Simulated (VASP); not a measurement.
Input of a VASP 6.6.1 run:

File POSCAR:

```
Be
1.0
    2.2386481342      0.0000000000      0.0000000000
   -1.1193240671      1.9387261544      0.0000000000
    0.0000000000      0.0000000000      3.5110325309
Be
2
Direct
    0.6666666667      0.3333333333      0.7500000000
    0.3333333333      0.6666666667      0.2500000000
```

Contents of INCAR.step1:

```
SYSTEM = Be
PREC     = Accurate       ! precision mode
ENCUT    = 520            ! plane-wave cutoff, eV
ISMEAR   = -1             ! smearing method
SIGMA    = 0.05           ! smearing width, eV
LREAL    = .FALSE.        ! projectors in reciprocal space
LASPH    = .TRUE.         ! aspherical terms in the spheres
NELM     = 100            ! most SCF steps
NBANDS   = 9              ! bands
GGA      = PE             ! functional
ALGO     = Normal         ! electronic algorithm
EDIFF    = 1E-4           ! SCF threshold, eV
LWAVE    = .TRUE.         ! write WAVECAR
LCHARG   = .FALSE.        ! write CHGCAR
```

The input INCAR.step2:

```
SYSTEM = Be
PREC     = Accurate       ! precision mode
ENCUT    = 520            ! plane-wave cutoff, eV
EDIFF    = 1E-6           ! SCF threshold, eV
ISMEAR   = -1             ! smearing method
SIGMA    = 0.05           ! smearing width, eV
LREAL    = .FALSE.        ! projectors in reciprocal space
LASPH    = .TRUE.         ! aspherical terms in the spheres
NELM     = 100            ! most SCF steps
ALGO     = Normal         ! electronic algorithm
ISIF     = 2              ! what is computed and relaxed
LWAVE    = .FALSE.        ! write WAVECAR
LCHARG   = .TRUE.         ! write CHGCAR
METAGGA  = R2SCAN         ! meta-GGA
LMIXTAU  = .TRUE.       
LELF     = .TRUE.         ! ELF
LVHAR    = .TRUE.       
NBANDS   = 9              ! bands
ISTART   = 1
```

KPOINTS

```
regular mesh
0
G
  13 13 8
  0 0 0
```

Potentials or basis: VASP PAW PBE potentials, release 64 (Be).

The run is started by

```sh
$ cat potpaw_PBE.64/Be/POTCAR > POTCAR
$ cp INCAR.step1 INCAR
$ mpirun -np 1 vasp_std > vasp.out
$ cp INCAR.step2 INCAR
$ mpirun -np 1 vasp_std > vasp.out
```

Question: What does it give for the pressure?

Answer: 5.3 GPa.

Question: What does it give for the band gap on the k mesh?

Answer: Zero (bands 2 and 3 overlap by 1.78 eV).

Stress tensor (GPa, compression positive):
```
5.05 0.00 0.00
0.00 5.05 0.00
0.00 0.00 5.70
```

Caveat: the cell stands under pressure; the PAW data sets were made with another functional, which shifts forces and pressure a little.
